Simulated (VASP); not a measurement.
TiO2, 6 atoms in the cell. The typed cell holds 6 atoms: a = 3.755 Å, b = 3.755 Å, c = 5.494 Å, α = 109.98°, β = 109.98°, γ = 90.00°.  This cell differs from its parent crystal: atoms shifted along a free coordinate.

- Program: VASP 6.6.1
- Task: single point
- Functional: PBE
- Potentials or basis: VASP PAW PBE potentials, release 64 (Ti_sv, O)
- Cutoff: 520 eV
- k mesh: 6 × 6 × 6
- Occupations: gaussian, width 0.05 eV
- Spin: no spin polarisation
- Hubbard terms: Ti d U = 4.0 eV
- Dipole correction: no
- Further INCAR settings: ALGO = Normal; EDIFF = 1e-06; NBANDS = 33

Potentials or basis: VASP PAW PBE potentials, release 64 (Ti_sv, O).

The run is started by

```console
$ cat potpaw_PBE.64/Ti_sv/POTCAR potpaw_PBE.64/O/POTCAR > POTCAR
$ mpirun -np 1 vasp_std > vasp.out
```

Hardware: 1 thread of AMD EPYC 9R45 (Zen 5), on a shared host.

Q: Estimate the wall time of this run.

A: Run time: 100 s on 1 thread of AMD EPYC 9R45 (Zen 5), with other jobs on the host, peak memory 0.22 GiB. Counts: scf iterations 16, k points 68.
